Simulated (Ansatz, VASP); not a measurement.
One calculation of Rb, two programs

INCAR

```
PREC = Accurate
ENCUT = 520
EDIFF = 1E-6
ISMEAR = -1
SIGMA = 0.05
LREAL = F
LASPH = T
NELM = 60
ALGO = Normal
ISIF = 2
LWAVE = F
LCHARG = F
GGA = PE
NBANDS = 10
```

KPOINTS

```
regular mesh
0
Gamma
  7 7 7
```

The input POSCAR:

```
Rb
1.0
   -2.8574649348      2.8574649348      2.8574649348
    2.8574649348     -2.8574649348      2.8574649348
    2.8574649348      2.8574649348     -2.8574649348
Rb
1
Direct
    0.0000000000      0.0000000000      0.0000000000
```

File input.yaml:

```yaml
crystal:
  lattice:
    - [-2.8574649348, 2.8574649348, 2.8574649348]
    - [2.8574649348, -2.8574649348, 2.8574649348]
    - [2.8574649348, 2.8574649348, -2.8574649348]
  atoms:
    - { symbol: Rb, position: [0.0, 0.0, 0.0] }
hamiltonian:
  xc: pbe
  pseudopotentials: { kind: paw }
kpoints:
  mp_grid: { grid: [7, 7, 7] }
scf:
  occupations: { method: fermi_dirac, width: 0.05 }
output:
  forces: true
  stress: true
  eigenvalues: true
```

Alike in both runs: task single point; functional PBE; k mesh 7 × 7 × 7; occupations fermi-dirac, width 0.05 eV; no spin polarisation.

```csv
,VASP,Ansatz
version,VASP 6.6.1,Ansatz 0.2.0
potentials or method,"VASP PAW PBE potentials, release 64 (Rb_sv)",Ansatz PAW
plane-wave cutoff (eV),520,420
valence electrons in the cell,9,9
```

|  | VASP | Ansatz | Ansatz less VASP |
| --- | --- | --- | --- |
| gap on the k mesh at the Fermi level (eV) | none | none | - |
| pressure (GPa) | -0.1 | -0.1 | 0.00 |

A gap of «none» marks a metal or a gap that the smearing closes.
